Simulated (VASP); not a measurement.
Wanted: the native input for a VASP 6.6.1 run.

```
Task                   : single point
Functional             : PBE
Potentials or basis    : VASP PAW PBE potentials, release 64 (Mg)
Cutoff                 : 520 eV
k mesh                 : 11 × 11 × 6
Occupations            : fermi-dirac, width 0.03 eV
Spin                   : no spin polarisation
Dipole correction      : no
Further INCAR settings : ALGO = Normal; EDIFF = 1e-07; NBANDS = 9
```

The structure of Mg lies in POSCAR:

```
Mg
1.0
    3.1953117277      0.0000000000      0.0000000000
   -1.5976558638      2.7672211292      0.0000000000
    0.0000000000      0.0000000000      5.1879445283
Mg
2
Direct
    0.3333333333      0.6666666667      0.2500000000
    0.6666666667      0.3333333333      0.7500000000
```

The input as run:

INCAR

```
SYSTEM = Mg
  PREC = Accurate
  ENCUT = 520
  EDIFF = 1E-7
  ISMEAR = -1
  SIGMA = 0.03
  LREAL = .FALSE.
  LASPH = .TRUE.
  NELM = 60
  ALGO = Normal
  ISIF = 2
  LWAVE = .FALSE.
  LCHARG = .FALSE.
  GGA = PE
  NBANDS = 9
```

KPOINTS

```
regular mesh
0
G
  11 11 6
  0 0 0
```

Potentials or basis: VASP PAW PBE potentials, release 64 (Mg).

The run is started by

```console
$ cat potpaw_PBE.64/Mg/POTCAR > POTCAR
$ mpirun -np 1 vasp_std > vasp.out
```

It gave:

```json
{
 "Pressure": "-0.2 GPa",
 "Band gap on the k mesh": "zero (band 2 reaches 3.51 eV, above the bottom of band 3 at 1.40 eV)"
}
```

It took 9 s on 1 thread of Intel Xeon 6975P-C, on a shared host, peak memory 0.17 GiB.
